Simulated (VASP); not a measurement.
C:

```
C
1.0
    -4.93307    0.00000    0.00000
     2.46653   -4.27216    0.00000
     0.00000    0.00000    8.46545
C
16
Cartesian
  -1.2333 -2.1361 2.1164
  -2.4665 0.0000 2.1164
  1.2333 -2.1361 2.1164
  0.0000 0.0000 2.1164
  -1.2333 -2.1361 6.3491
  -2.4665 0.0000 6.3491
  1.2333 -2.1361 6.3491
  0.0000 0.0000 6.3491
  -1.2333 -0.7120 2.1164
  0.0000 -2.8481 2.1164
  -3.6998 -0.7120 2.1164
  -2.4665 -2.8481 2.1164
  0.0000 -1.4241 6.3491
  1.2333 -3.5601 6.3491
  -2.4665 -1.4241 6.3491
  -1.2333 -3.5601 6.3491
```

Base run:

```yaml
Program: VASP 6.6.1
Functional: PBE
Potentials_or_basis: VASP PAW PBE potentials, release 64 (C)
Cutoff: 520 eV
k_mesh: 9 × 9 × 5
Occupations: gaussian, width 0.1 eV
Spin: no spin polarisation
```

Its results: pressure 0.3 GPa.

Task: The run is repeated on the same cell with these changes: k mesh from 9 × 9 × 5 to 1 × 1 × 1; further incar settings from LREAL = Auto; ALGO = Normal; EDIFF = 1e-06; NBANDS = 46 to LREAL = Auto; ALGO = Normal; EDIFF = 1e-07; NBANDS = 46. What comes out?

Result: Pressure 11.0 GPa.

Caveats: some runs use coarse meshes; this functional lacks dispersion, which binds the layers, so the pressure and a relaxed spacing across them are unreliable.
